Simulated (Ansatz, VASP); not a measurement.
# Lu in VASP and in Ansatz

```
Lu
1.0
    -1.85979    1.85979    1.85979
     1.85979   -1.85979    1.85979
     1.85979    1.85979   -1.85979
Lu
1
Direct
  0.00000 0.00000 0.00000
```

Alike in both runs: task single point; functional PBEsol; k mesh 13 × 13 × 13; occupations fermi-dirac, width 0.1 eV; no spin polarisation.

|  | VASP | Ansatz |
| --- | --- | --- |
| version | VASP 6.6.1 | Ansatz 0.2.0 |
| potentials or method | VASP PAW PBE potentials, release 64 (Lu), cutoff 520 eV | plane waves (420 eV) with PAW, scalar-relativistic |
| valence electrons in the cell | 25 | 25 |

Ansatz gave:

| Item | Value |
| --- | --- |
| pressure (GPa) | 4.3 |

Task: What did VASP give for the same quantities?

Result: Pressure (GPa): 4.5.

VASP's potentials were made for PBE, not for PBEsol, and Ansatz warns of the same on its side.

Spin-orbit coupling is off throughout.
